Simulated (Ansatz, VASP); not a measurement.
**One calculation of Ag2O, two programs**

Contents of INCAR:

```
SYSTEM = Ag2O
PREC = Accurate
ENCUT = 600
EDIFF = 1E-6
ISMEAR = 0
SIGMA = 0.05
LREAL = .FALSE.
LASPH = .TRUE.
NELM = 120
ALGO = Normal
ISIF = 2
LWAVE = .FALSE.
LCHARG = .FALSE.
GGA = RP
NBANDS = 37
GGA_COMPAT = .FALSE.
```

KPOINTS

```
Automatic mesh
0
G
  6 6 6
  0 0 0
```

The input POSCAR:

```
Ag2O
1.0
    4.8635413775      0.0000000000      0.0000000000
    0.0000000000      4.8635413775      0.0000000000
    0.0000000000      0.0000000000      4.8635413775
Ag O
4 2
Direct
    0.7500000000      0.7500000000      0.7500000000
    0.7500000000      0.2500000000      0.2500000000
    0.2500000000      0.2500000000      0.7500000000
    0.2500000000      0.7500000000      0.2500000000
    0.0000000000      0.0000000000      0.0000000000
    0.5000000000      0.5000000000      0.5000000000
```

Input for Ansatz:

```yaml
crystal:
  lattice:
    - [4.8635413775, 0.0, 0.0]
    - [0.0, 4.8635413775, 0.0]
    - [0.0, 0.0, 4.8635413775]
  atoms:
    - { symbol: Ag, position: [0.75, 0.75, 0.75] }
    - { symbol: Ag, position: [0.75, 0.25, 0.25] }
    - { symbol: Ag, position: [0.25, 0.25, 0.75] }
    - { symbol: Ag, position: [0.25, 0.75, 0.25] }
    - { symbol: O, position: [0.0, 0.0, 0.0] }
    - { symbol: O, position: [0.5, 0.5, 0.5] }
basis:
  ecutwfc: 420
  ecutrho_ratio: 4
kpoints:
  mp_grid: { grid: [6, 6, 6] }
hamiltonian:
  xc: rpbe
scf:
  occupations: { method: gaussian, width: 0.05 }
output:
  forces: true
  stress: true
  eigenvalues: true
```

Alike in both runs: task single point; functional RPBE; k mesh 6 × 6 × 6; occupations gaussian, width 0.05 eV; no spin polarisation.

|  | VASP | Ansatz |
| --- | --- | --- |
| version | VASP 6.6.1 | Ansatz 0.2.0 |
| potentials or method | VASP PAW PBE potentials, release 64 (Ag, O), cutoff 600 eV | scalar-relativistic, plane waves, PAW |
| valence electrons in the cell | 56 | 88 |

|  | VASP | Ansatz | Ansatz less VASP |
| --- | --- | --- | --- |
| gap on the k mesh at the Fermi level (eV) | none | none | - |
| pressure (GPa) | 1.2 | 1.3 | +0.14 |

VASP's potentials were made for PBE, not for RPBE. A gap of «none» marks a metal or a gap that the smearing closes. VASP's potentials hold 56 valence electrons a cell and Ansatz's 88, so a difference there can come from the potentials and not from the codes.
